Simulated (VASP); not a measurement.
Wanted: the native input for a VASP 6.6.1 run.

```yaml
Task: single point
Functional: PBEsol
Potentials_or_basis: VASP PAW PBE potentials, release 64 (K_sv)
Cutoff: 520 eV
k_mesh: 12 × 12 × 8
Occupations: gaussian, width 0.15 eV
Spin: no spin polarisation
Dipole_correction: no
Further_INCAR_settings: ALGO = Fast; EDIFF = 1e-06; NBANDS = 16
```

The structure of K lies in POSCAR:

```
K
1.0
    2.5736768682     -4.2729295580      0.0000000000
    2.5736768682      4.2729295580      0.0000000000
    0.0000000000      0.0000000000      7.0096600391
K
2
Direct
    0.8206130200      0.1793869800      0.2500000000
    0.1793869800      0.8206130200      0.7500000000
```

This cell differs from its parent crystal: ratio of the length along z to the lengths across it x 0.85, volume and fractional coordinates fixed.

These files were run (other wordings do the same):

INCAR

```
  ALGO = Fast
  EDIFF = 1E-6
  ENCUT = 520
  GGA = PS
  ISIF = 2
  ISMEAR = 0
  LASPH = T
  LCHARG = F
  LREAL = F
  LWAVE = F
  NBANDS = 16
  NELM = 80
  PREC = Accurate
  SIGMA = 0.15
```

KPOINTS

```
k-points
0
Gamma
  12 12 8
```

Potentials or basis: VASP PAW PBE potentials, release 64 (K_sv).

The run is started by

```sh
$ cat potpaw_PBE.64/K_sv/POTCAR > POTCAR
$ mpirun -np 1 vasp_std > vasp.out
```

It gave:

```json
{"Pressure": "-0.2 GPa", "Largest force": "0.007 eV/Å", "Band gap on the k mesh": "zero (bands 9 and 10 overlap by 2.32 eV)"}
```

Caveat: the PAW data sets were made with another functional, which shifts forces and pressure a little.

Run time: 4.9 min on 1 thread of Intel(R) Xeon(R) 6975P-C (Granite Rapids) (shared host), peak memory 0.57 GiB.
